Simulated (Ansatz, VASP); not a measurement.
# Ru in VASP and in Ansatz

The input INCAR:

```
PREC = Accurate
ENCUT = 600
EDIFF = 1E-6
ISMEAR = 0
SIGMA = 0.1
LREAL = False
LASPH = True
NELM = 100
ALGO = Fast
ISIF = 3
LWAVE = False
LCHARG = False
GGA = PE
IBRION = 2
NSW = 80
EDIFFG = -0.01
```

The input KPOINTS:

```
Automatic mesh
0
Gamma
  20 20 20
```

The input POSCAR:

```
Ru
1.0
   -1.5160848609      1.5160848609      1.5160848609
    1.5160848609     -1.5160848609      1.5160848609
    1.5160848609      1.5160848609     -1.5160848609
Ru
1
Direct
    0.0000000000      0.0000000000      0.0000000000
```

Input for Ansatz:

```yaml
crystal:
  lattice:
    - [-1.5160848609, 1.5160848609, 1.5160848609]
    - [1.5160848609, -1.5160848609, 1.5160848609]
    - [1.5160848609, 1.5160848609, -1.5160848609]
  atoms:
    - { symbol: Ru, position: [0.0, 0.0, 0.0] }
basis:
  ecutwfc: 420
kpoints:
  mp_grid: { grid: [20, 20, 20] }
hamiltonian:
  xc: pbe
scf:
  occupations: { method: gaussian, width: 0.1 }
output:
  forces: true
  stress: true
  eigenvalues: true
relax:
  adjacent_minimum: "off"
  f_tol: 0.01
  max_steps: 60
  cell: { stress_tol: 0.1 }
```

Alike in both runs: task relaxation of cell and atoms; functional PBE; k mesh 20 × 20 × 20; occupations gaussian, width 0.1 eV; no spin polarisation.

```csv
,VASP,Ansatz
version,VASP 6.6.1,Ansatz 0.2.0
potentials or method,"VASP PAW PBE potentials, release 64 (Ru_pv), cutoff 600 eV","scalar-relativistic, plane waves, PAW"
valence electrons in the cell,14,16
```

|  | VASP | Ansatz | Ansatz less VASP |
| --- | --- | --- | --- |
| gap on the k mesh at the Fermi level, each at its own relaxed structure (eV) | none | none | - |
| relaxed volume (Å³/atom) | 14.23 | 14.23 | +0.001 |
| relaxed cell length with the largest relative difference (Å) | 2.644 | 2.644 | +0.0001 |

A gap of «none» marks a metal or a gap that the smearing closes. VASP's potentials hold 14 valence electrons a cell and Ansatz's 16, so a difference there can come from the potentials and not from the codes.
